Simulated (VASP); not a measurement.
Wanted: the native input for a VASP 6.6.1 run.

```yaml
Task: single point
Functional: SVWN5
Potentials_or_basis: VASP PAW PBE potentials, release 64 (Co)
Cutoff: 520 eV
k_mesh: 12 × 12 × 4
Occupations: fermi-dirac, width 0.05 eV
Spin: collinear spin, ferromagnetic start
Starting_moments: "[2.0, 2.0, 2.0, 2.0] μB"
Dipole_correction: no
Further_INCAR_settings: ALGO = Normal; EDIFF = 1e-07; NBANDS = 30
```

The structure of Co lies in POSCAR:

```
Co
1.0
    2.4705617809      0.0000000000      0.0000000000
   -1.2352808905      2.1395692639      0.0000000000
    0.0000000000      0.0000000000      8.0882338000
Co
4
Direct
    0.6666666667      0.3333333333      0.7500000000
    0.0000000000      0.0000000000      0.5000000000
    0.3333333333      0.6666666667      0.2500000000
    0.0000000000      0.0000000000      0.0000000000
```

These files were run (other wordings do the same):

INCAR

```
PREC = Accurate
ENCUT = 520
EDIFF = 1E-7
ISMEAR = -1
SIGMA = 0.05
LREAL = F
LASPH = T
NELM = 150
ALGO = Normal
ISIF = 2
LWAVE = F
LCHARG = T
ISPIN = 2
MAGMOM = 2 2 2 2
LORBIT = 11
LMAXMIX = 4
GGA = VW
LELF = T
LVHAR = T
NBANDS = 30
```

KPOINTS

```
Automatic mesh
0
Gamma
  12 12 4
```

Potentials or basis: VASP PAW PBE potentials, release 64 (Co).

Command:

```console
$ cat potpaw_PBE.64/Co/POTCAR > POTCAR
$ mpirun -np 1 vasp_std > vasp.out
```

Results of the run:

```yaml
Pressure: -17.2 GPa
Net_moment: 5.91 μB per cell
Site_moments: Co +1.48, +1.47 μB
Valence_electrons_inside_the_program's_atomic_spheres: Co 8.30, 8.31
```

Caveat: the PAW data sets were made with another functional, which shifts forces and pressure a little.

Run time: 110 s on 1 thread of Intel(R) Xeon(R) 6975P-C (Granite Rapids) (shared host), peak memory 0.21 GiB.
